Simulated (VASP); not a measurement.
# Cu (Fm-3m) in VASP: notebook, part 2 of 2

VASP 6.6.1.

### 4 Single point, PBE (volume scaled by 1.04)

File INCAR:

```
PREC = Accurate
ENCUT = 520
EDIFF = 1E-6
ISMEAR = -1
SIGMA = 0.08
LREAL = F
LASPH = T
NELM = 80
ALGO = Normal
ISIF = 2
LWAVE = F
LCHARG = F
GGA = PE
NBANDS = 12
```

File KPOINTS:

```
Automatic mesh
0
Gamma
  19 19 19
```

File POSCAR:

```
Cu
1.0
    0.0000000000      1.8312856224      1.8312856224
    1.8312856224      0.0000000000      1.8312856224
    1.8312856224      1.8312856224      0.0000000000
Cu
1
Direct
    0.0000000000      0.0000000000      0.0000000000
```

Potentials or basis: VASP PAW PBE potentials, release 64 (Cu).

Command:

```
$ cat potpaw_PBE.64/Cu/POTCAR > POTCAR
$ mpirun -np 1 vasp_std > vasp.out
```

OUTCAR:

```text
PREC = Accurate
   ENCUT = 520
   EDIFF = 1E-6
   ISMEAR = -1
   LREAL = F
   LASPH = T
   NELM = 80
   ISIF = 2
   GGA = PE

 ion  position               nearest neighbor table
   1  0.000  0.000  0.000-

  LATTYP: Found a face centered cubic cell.
 ALAT       =     3.6625712448

  Lattice vectors:

 A1 = (   0.0000000000,   1.8312856224,   1.8312856224)
 A2 = (   1.8312856224,   0.0000000000,   1.8312856224)
 A3 = (   1.8312856224,   1.8312856224,   0.0000000000)

Analysis of symmetry for initial positions (statically):
=====================================================================
 Subroutine PRICEL returns:
 Original cell was already a primitive cell.

 Routine SETGRP: Setting up the symmetry group for a
 face centered cubic supercell.

 Subroutine GETGRP returns: Found 48 space group operations
 (whereof 48 operations were pure point group operations)
 out of a pool of 48 trial point group operations.

The static configuration has the point symmetry O_h .

Analysis of symmetry for dynamics (positions and initial velocities):
=====================================================================
 Subroutine PRICEL returns:
 Original cell was already a primitive cell.

 Routine SETGRP: Setting up the symmetry group for a
 face centered cubic supercell.

 Subroutine GETGRP returns: Found 48 space group operations
 (whereof 48 operations were pure point group operations)
 out of a pool of 48 trial point group operations.

The dynamic configuration has the point symmetry O_h .

 Subroutine INISYM returns: Found 48 space group operations
 (whereof 48 operations are pure point group operations),
 and found     1 'primitive' translations

----------------------------------------------------------------------------------------

                                     Primitive cell

  volume of cell :      12.2828

[... 106 lines left out ...]
     AMIX_MAG =   1.60;   BMIX_MAG =  1.00
  volume/ion in A,a.u.               =      12.28        82.89
  Fermi-wavevector in a.u.,A,eV,Ry     =   1.577997  2.981983 33.879542  2.490076
  Thomas-Fermi vector in A             =   2.678595
   LORBIT       =      0    0 simple, 1 ext, 2 COOP (PROOUT), +10 PAW based schemes
   GGA     = PE    functional components
   LHFCALC =     F    Hartree Fock is set to
   AEXX    =    0.0000 exact exchange contribution
   IVDW    =     0    specifies the selected vdW correction
   LEPSILON=     F    determine dielectric tensor
   LRPA    =     F    only Hartree local field effects (RPA)
 non-spin polarized calculation
  energy-cutoff  :      520.00
  volume of cell :       12.28
 maximum number of plane-waves:       339
   NGX =  9   NGY =  9   NGZ =  9

 number of electron      10.9999989 magnetization

 Free energy of the ion-electron system (eV)
  ---------------------------------------------------
  ext. energy  EPLUGINS =         0.00000000
  ---------------------------------------------------
  free energy    TOTEN  =        -3.72711548 eV

  energy without entropy =       -3.71944452  energy(sigma->0) =       -3.72328000

 E-fermi :   7.1454     XC(G=0): -12.5005

 val. band max:        7.1286554222   @ k =  -0.3684   0.1579   0.0000
 cond. band min:       7.1580959444   @ k =   0.4211   0.4211   0.0000
 fundamental gap:      0.0294405223
 Fermi energy:         7.1454173963

 k-point     1 :       0.0000    0.0000    0.0000
  band No.  band energies     occupation
      1      -1.9477      2.00000
      2       4.1938      2.00000
      3       4.1938      2.00000
      4       4.1938      2.00000
      5       4.9666      2.00000
      6       4.9666      2.00000
      7      29.3883      0.00000
      8      31.7300      0.00000
      9      31.7300      0.00000
     10      31.7300      0.00000
     11      34.1960      0.00000
     12      34.1960      0.00000
[... 331 lines left out ...]
 k-point    24 :      -0.2632    0.0526    0.0000
  band No.  band energies     occupation
      1       0.6603      2.00000
      2       3.9478      2.00000
      3       4.3122      2.00000
      4       4.3478      2.00000
      5       5.0201      2.00000
      6       5.2501      2.00000
      7      17.8619      0.00000
      8      26.5191      0.00000
      9      29.8200      0.00000
     10      30.7187      0.00000
     11      33.0062      0.00000
     12      34.3230      0.00000

 [... further k-points ...]
[... 5 lines left out ...]
  --------------------------------------------------------------------------------------
  -------------------------------------------------------------------------------------
  Total       -0.2315638     -0.2315638     -0.2315638     -0.0000000     -0.0000000     -0.0000000
  in kB      -30.2052902    -30.2052902    -30.2052902     -0.0000000     -0.0000000     -0.0000000
  external PRESSURE =     -30.2052902 kB  Pullay stress =       0.0000000 kB

 VOLUME and BASIS-vectors are now :
 -----------------------------------------------------------------------------
  energy-cutoff  :      520.00
  volume of cell :       12.28
      direct lattice vectors                 reciprocal lattice vectors
     0.000000000  1.831285622  1.831285622    -0.273032232  0.273032232  0.273032232
     1.831285622  0.000000000  1.831285622     0.273032232 -0.273032232  0.273032232
     1.831285622  1.831285622  0.000000000     0.273032232  0.273032232 -0.273032232

 POSITION                                       TOTAL-FORCE (eV/Angst)
 -----------------------------------------------------------------------------------
      0.00000      0.00000      0.00000        -0.000000      0.000000     -0.000000
 -----------------------------------------------------------------------------------
    total drift:                                0.000000      0.000000      0.000000

  FREE ENERGIE OF THE ION-ELECTRON SYSTEM (eV)
  ---------------------------------------------------
  free  energy   TOTEN  =        -3.7271154776 eV

  energy  without entropy=       -3.7194445202  energy(sigma->0) =       -3.72328000
```

OSZICAR:

```text
N       E                     dE             d eps       ncg     rms          rms(c)
DAV:   1     0.415932357855E+02    0.41593E+02   -0.54121E+03  5860   0.151E+03
DAV:   2    -0.331629356474E+01   -0.44910E+02   -0.41311E+02  5428   0.198E+02
DAV:   3    -0.460675012914E+01   -0.12905E+01   -0.12829E+01  6160   0.389E+01
DAV:   4    -0.461500667454E+01   -0.82565E-02   -0.82552E-02  6096   0.275E+00
DAV:   5    -0.461508311878E+01   -0.76444E-04   -0.76444E-04  6280   0.272E-01    0.762E+00
DAV:   6    -0.413745971903E+01    0.47762E+00   -0.15017E+01  6324   0.726E+01    0.415E+00
DAV:   7    -0.373852354672E+01    0.39894E+00   -0.24560E+00  6316   0.294E+01    0.551E-01
DAV:   8    -0.372884225394E+01    0.96813E-02   -0.49121E-03  6192   0.111E+00    0.315E-01
DAV:   9    -0.372711603209E+01    0.17262E-02   -0.10930E-02  6532   0.180E+00    0.315E-02
DAV:  10    -0.372711631406E+01   -0.28197E-06   -0.48235E-05  7824   0.115E-01    0.837E-03
DAV:  11    -0.372711547758E+01    0.83648E-06   -0.78835E-07  4688   0.157E-02
   1 F= -.37271155E+01 E0= -.37232800E+01  d E =-.767096E-02
```

stdout:

```text
POSCAR found type information on POSCAR Cu
 POSCAR found :  1 types and       1 ions
 scaLAPACK will be used
 LDA part: xc-table for (Slater+PW92), standard interpolation
 POSCAR, INCAR and KPOINTS ok, starting setup
 FFT: planning ... GRIDC
 FFT: planning ... GRID_SOFT
 FFT: planning ... GRID
 WAVECAR not read
 entering main loop
```

Run time: 18 s. Hardware: 1 thread of Intel Xeon Platinum 8375C at 2.90GHz (Ice Lake), shared host; peak memory 0.15 GiB.

Results:

- Free energy: -3.7271 eV
- Pressure: -3.0 GPa

Levels at points of the mesh, in eV from the Fermi level:
```
           k point  band 2  band 3  band 4  band 5  band 6  band 7  band 8  band 9  band 10  band 11
(0.00, 0.00, 0.00)   -2.95   -2.95   -2.95   -2.18   -2.18   22.24   24.58   24.58    24.58    27.05
```

### 5 Single point, PBE (volume scaled by 0.96)

File INCAR:

```
SYSTEM = Cu
PREC = Accurate ; ENCUT = 520
EDIFF = 1E-6 ; ISMEAR = -1
SIGMA = 0.08 ; LREAL = .False.
LASPH = .True. ; NELM = 60
ALGO = Normal ; ISIF = 2
LWAVE = .False. ; LCHARG = .True.
GGA = PE ; LELF = .True.
LVHAR = .True. ; NBANDS = 12
```

File KPOINTS:

```
regular mesh
0
Gamma
  19 19 19
  0 0 0
```

File POSCAR:

```
Cu
1.0
    0.0000000000      1.7830713297      1.7830713297
    1.7830713297      0.0000000000      1.7830713297
    1.7830713297      1.7830713297      0.0000000000
Cu
1
Direct
    0.0000000000      0.0000000000      0.0000000000
```

Command:

```
$ cat potpaw_PBE.64/Cu/POTCAR > POTCAR
$ mpirun -np 1 vasp_std > vasp.out
```

Wall time 20 s (1 thread of Intel Xeon 6975P-C (Granite Rapids), shared host); peak memory 0.14 GiB.

It converged, with:

```
Free energy : -3.7119 eV
Pressure    : 9.0 GPa
```

Levels at points of the mesh, in eV from the Fermi level:
```tsv
k point	band 3	band 4	band 5	band 6	band 7	band 8	band 9	band 10
(0.00, 0.00, 0.00)	-3.21	-3.21	-2.34	-2.34	22.87	25.83	25.83	25.83
```

### 6 The runs side by side

```tsv
cell	gap on the mesh (eV)	pressure (GPa)
a = 2.556 Å, angles 60.0°, 1 atom	none	2.3
a = 2.565 Å, angles 60.0°, 1 atom	none	0.8
a = 2.590 Å, angles 60.0°, 1 atom	none	-3.0
a = 2.522 Å, angles 60.0°, 1 atom	none	9.0
```

Alike in all rows: task single point; level PBE; potentials or basis VASP PAW PBE potentials, release 64 (Cu); no spin polarisation; k mesh 19 × 19 × 19; cutoff (eV) 520; smearing fermi-dirac 0.08 eV.

Total energies depend on the potentials used, so only differences within one code and one set of settings carry meaning.
